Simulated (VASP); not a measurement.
## GdN: single point with r2SCAN+U

Crystal: GdN.

```
Gd N
1.0
     3.32636    0.00000    0.00000
    -1.66318    2.88071    0.00000
     0.00000    0.00000    3.24636
Gd N
1 1
Direct
  0.00000 0.00000 0.00000
  0.66667 0.33333 0.50000
```

```json
{"Program": "VASP 6.6.1", "Task": "single point", "Functional": "r2SCAN", "Potentials or basis": "VASP PAW PBE potentials, release 64 (Gd, N)", "Cutoff": "520 eV", "k mesh": "7 × 7 × 6", "Occupations": "gaussian, width 0.05 eV", "Spin": "collinear spin, ferromagnetic start", "Starting moments": "[7.66, -0.15] μB", "Hubbard terms": "Gd f U = 3.0 eV", "Dipole correction": "no", "Further INCAR settings": "ALGO = Normal; EDIFF = 1e-07; NBANDS = 22"}
```

```yaml
Pressure: -2.9 GPa
Band_gap_on_the_k_mesh: 0.24 eV (least direct gap 0.38 eV)
Net_moment: 7.00 μB per cell
Site_moments: Gd +6.82; N -0.11 μB
Valence_electrons_inside_the_program's_atomic_spheres: Gd 15.24; N 3.66
```

Stress tensor (GPa, compression positive):
```
  7.21   0.00   0.00
  0.00   7.21   0.00
  0.00   0.00 -22.96
```

Levels at points of the mesh, in eV from the valence-band top:
Spin up:
```csv
k point,band 13,band 14,band 15,band 16,band 17,band 18
"(0.00, 0.00, 0.00)",-1.15,-1.15,-0.21,0.25,3.89,5.81
"(0.00, 0.00, 0.50)",-4.30,-0.38,-0.38,3.07,3.07,4.73
```
Spin down:
| k point | band 4 | band 5 | band 6 | band 7 | band 8 | band 9 | band 10 | band 11 | band 12 | band 13 |
| --- | --- | --- | --- | --- | --- | --- | --- | --- | --- | --- |
| (0.00, 0.00, 0.00) | -19.46 | -13.70 | -1.09 | -1.09 | -0.16 | 0.69 | 3.14 | 4.33 | 4.33 | 4.38 |
| (0.00, 0.00, 0.50) | -19.41 | -11.68 | -4.02 | -0.74 | -0.74 | 3.34 | 4.16 | 4.16 | 4.16 | 4.50 |

Eigenvalues of the final occupation matrices:
| site | spin | trace | eigenvalues |
| --- | --- | --- | --- |
| site 1 f | 1 | 6.94 | 0.99 0.99 0.99 0.99 0.99 0.99 0.99 |
| site 1 f | 2 | 0.05 | 0.00 0.00 0.01 0.01 0.01 0.01 0.01 |

Wall time 6.4 min on 1 thread of Intel Xeon 8259CL, on a shared host, peak memory 0.21 GiB.

Caveat: the PAW data sets were made with another functional, which shifts forces and pressure a little; spin-orbit coupling is left out, which moves the levels of the heavy elements; an odd mesh through Γ misses points on the zone boundary, where band edges can lie; a cell with one magnetic atom can't hold antiferromagnetic order, which such compounds often take. The state reached can hang on the start; a lower one may exist.
